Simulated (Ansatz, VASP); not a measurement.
**One calculation of TiAl, two programs**

```
Ti Al
1.0
     2.76755    0.00000    0.00000
     0.00000    2.76755    0.00000
     0.00000    0.00000    3.99329
Ti Al
1 1
Direct
  0.50000 0.50000 0.50000
  0.00000 0.00000 0.00000
```

Alike in both runs: functional LDA; k mesh 12 × 12 × 10; occupations gaussian, width 0.1 eV; no spin polarisation.

Ansatz relaxed the structure, and its values are those at the end. VASP's run is a single point on that final structure, the one shown.

|  | VASP | Ansatz |
| --- | --- | --- |
| version | VASP 6.6.1 | Ansatz 0.2.0 |
| potentials or method | VASP PAW LDA potentials, release 64 (Ti_sv, Al), cutoff 520 eV | scalar-relativistic, plane waves, PAW |
| valence electrons in the cell | 15 | 15 |

```csv
,VASP,Ansatz,Ansatz less VASP
gap on the k mesh at the Fermi level (eV),none,none,-
pressure (GPa),0.1,0.0,-0.15
```

Ansatz warns that its potentials were made for another functional, while VASP's fit it. LDA's correlation is that of Perdew and Zunger in VASP and of Perdew and Wang (1992) in Ansatz. A gap of «none» marks a metal or a gap that the smearing closes.
